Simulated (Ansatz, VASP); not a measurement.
**AlCu3: VASP beside Ansatz**

```
Al Cu
1.0
     0.00000    2.89067    2.89067
     2.89067    0.00000    2.89067
     2.89067    2.89067    0.00000
Al Cu
1 3
Direct
  0.00000 0.00000 0.00000
  0.50000 0.50000 0.50000
  0.25000 0.25000 0.25000
  0.75000 0.75000 0.75000
```

Alike in both runs: task single point; functional r2SCAN; k mesh 16 × 16 × 16; occupations gaussian, width 0.1 eV; no spin polarisation.

|  | VASP | Ansatz |
| --- | --- | --- |
| version | VASP 6.6.1 | Ansatz 0.2.0 |
| potentials or method | VASP PAW PBE potentials, release 64 (Al, Cu), cutoff 520 eV | scalar-relativistic, plane waves, PAW |
| valence electrons in the cell | 36 | 60 |

Ansatz gave:

| Quantity | Value |
| --- | --- |
| gap on the k mesh at the Fermi level (eV) | none |
| pressure (GPa) | 0.0 |

Task: What did VASP give for the same quantities?

Result: gap on the k mesh at the Fermi level (eV): none; pressure (GPa): 0.3.

VASP's potentials were made for PBE, not for r2SCAN. A gap of «none» marks a metal or a gap that the smearing closes. VASP's potentials hold 36 valence electrons a cell and Ansatz's 60, so a difference there can come from the potentials and not from the codes.
